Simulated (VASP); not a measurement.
# TePb: single point with PBEsol

The system is TePb.

```
CELL_PARAMETERS angstrom
0.00000 3.19988 3.19988
3.19988 0.00000 3.19988
3.19988 3.19988 0.00000
ATOMIC_POSITIONS crystal
Pb 0.50000 0.50000 0.50000
Te 0.00000 0.00000 0.00000
```

This cell differs from its parent crystal: volume scaled by 0.980.

```json
{"Program": "VASP 6.6.1", "Task": "single point", "Functional": "PBEsol", "Potentials or basis": "VASP PAW PBE potentials, release 64 (Pb_d, Te)", "Cutoff": "520 eV", "k mesh": "8 × 8 × 8", "Occupations": "gaussian, width 0.05 eV", "Spin": "no spin polarisation", "Dipole correction": "no", "Further INCAR settings": "ALGO = Normal; EDIFF = 1e-06; NBANDS = 17"}
```

```yaml
Pressure: 0.9 GPa
Band_gap_on_the_k_mesh: 0.60 eV, direct
```

Levels at points of the mesh, in eV from the valence-band top:
| k point | band 6 | band 7 | band 8 | band 9 | band 10 | band 11 | band 12 | band 13 | band 14 | band 15 |
| --- | --- | --- | --- | --- | --- | --- | --- | --- | --- | --- |
| (0.00, 0.00, 0.00) | -12.29 | -5.55 | -1.45 | -1.45 | -1.45 | 4.08 | 4.08 | 4.08 | 5.68 | 5.68 |
| (0.50, 0.00, 0.00) | -10.77 | -8.77 | -0.97 | -0.97 | 0.00 | 0.60 | 1.16 | 1.16 | 8.32 | 9.22 |
| (0.50, 0.50, 0.00) | -10.49 | -7.36 | -4.76 | -2.98 | -2.98 | 3.08 | 5.56 | 5.56 | 6.84 | 10.19 |

It took 18 s on 1 thread of AMD EPYC 9R45 (Zen 5), on a shared host, peak memory 0.18 GiB.

Caveat: the PAW data sets were made with another functional, which shifts forces and pressure a little; spin-orbit coupling is left out, which moves the levels of the heavy elements. A k mesh can miss the band edges.
